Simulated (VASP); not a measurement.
A run of VASP 6.6.1:

The input POSCAR:

```
Rh
1.0
    0.0000000000      1.8900916028      1.8900916028
    1.8900916028      0.0000000000      1.8900916028
    1.8900916028      1.8900916028      0.0000000000
Rh
1
Direct
    0.0000000000      0.0000000000      0.0000000000
```

The input INCAR.step1:

```
SYSTEM = Rh
PREC = Accurate
ENCUT = 680
ISMEAR = 0
SIGMA = 0.1
LREAL = .False.
LASPH = .True.
NELM = 120
NBANDS = 14
GGA = PE
ALGO = Normal
EDIFF = 1E-5
LWAVE = .True.
LCHARG = .False.
GGA_COMPAT = .False.
```

Contents of INCAR.step2:

```
SYSTEM = Rh
PREC = Accurate
ENCUT = 680
EDIFF = 1E-6
ISMEAR = 0
SIGMA = 0.1
LREAL = .False.
LASPH = .True.
NELM = 120
ALGO = Normal
ISIF = 2
LWAVE = .False.
LCHARG = .False.
METAGGA = R2SCAN
LMIXTAU = .True.
NBANDS = 14
ISTART = 1
GGA_COMPAT = .False.
```

Contents of KPOINTS:

```
regular mesh
0
Gamma
  18 18 18
  0 0 0
```

Potentials or basis: VASP PAW PBE potentials, release 64 (Rh_sv_GW).

The run is started by

```console
$ cat potpaw_PBE.64/Rh_sv_GW/POTCAR > POTCAR
$ cp INCAR.step1 INCAR
$ mpirun -np 1 vasp_std > vasp.out
$ cp INCAR.step2 INCAR
$ mpirun -np 1 vasp_std > vasp.out
```

Hardware: 1 thread of AMD EPYC 7R43 64-Core Processor (Zen 3), on a shared host.

Task: How long does it take, and how much memory?

Result: Run time: 6.1 min on 1 thread of AMD EPYC 7R43 64-Core Processor (Zen 3), with other jobs on the host, peak memory 0.17 GiB. Counts: k points 195.
